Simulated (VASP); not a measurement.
Set up this calculation in VASP 6.6.1, as the native input.

```yaml
Task: single point
Functional: PBE
Potentials_or_basis: VASP PAW PBE potentials, release 64 (W_sv, Se)
Cutoff: 520 eV
k_mesh: 12 × 12 × 2
Occupations: fermi-dirac, width 0.02 eV
Spin: no spin polarisation
Dipole_correction: no
Further_INCAR_settings: ALGO = Normal; EDIFF = 1e-06; NBANDS = 35
```

The structure of WSe2 lies in POSCAR:

```
WSe2
1.0
    3.2336740972      0.0000000000      0.0000000000
   -1.6168370486      2.8004439158      0.0000000000
    0.0000000000      0.0000000000     12.8857268896
W Se
2 4
Direct
    0.3333333333      0.6666666667      0.2500000000
    0.6666666667      0.3333333333      0.7500000000
    0.6666666667      0.3333333333      0.3807698276
    0.6666666667      0.3333333333      0.1192301724
    0.3333333333      0.6666666667      0.8807698276
    0.3333333333      0.6666666667      0.6192301724
```

This cell differs from its parent crystal: strain -2.0%.

One way to write it, as run:

INCAR

```
PREC = Accurate
ENCUT = 520
EDIFF = 1E-6
ISMEAR = -1
SIGMA = 0.02
LREAL = F
LASPH = T
NELM = 60
ALGO = Normal
ISIF = 2
LWAVE = F
LCHARG = F
GGA = PE
NBANDS = 35
```

KPOINTS

```
regular mesh
0
Gamma
  12 12 2
```

Potentials or basis: VASP PAW PBE potentials, release 64 (W_sv, Se).

Run with:

```sh
$ cat potpaw_PBE.64/W_sv/POTCAR potpaw_PBE.64/Se/POTCAR > POTCAR
$ mpirun -np 1 vasp_std > vasp.out
```

It gave:

* Pressure: 8.3 GPa
* Largest force: 0.366 eV/Å
* Band gap on the k mesh: 0.95 eV (least direct gap 1.72 eV)

Caveat: the cell differs from its parent crystal (strain -2.0%); the cell stands under pressure; spin-orbit coupling is left out, which moves the levels of the heavy elements; this functional lacks dispersion, which binds the layers, so the pressure and a relaxed spacing across them are unreliable.

It took 55 s on 1 thread of Intel(R) Xeon(R) 6975P-C (Granite Rapids), with other jobs on the host, peak memory 0.3 GiB.
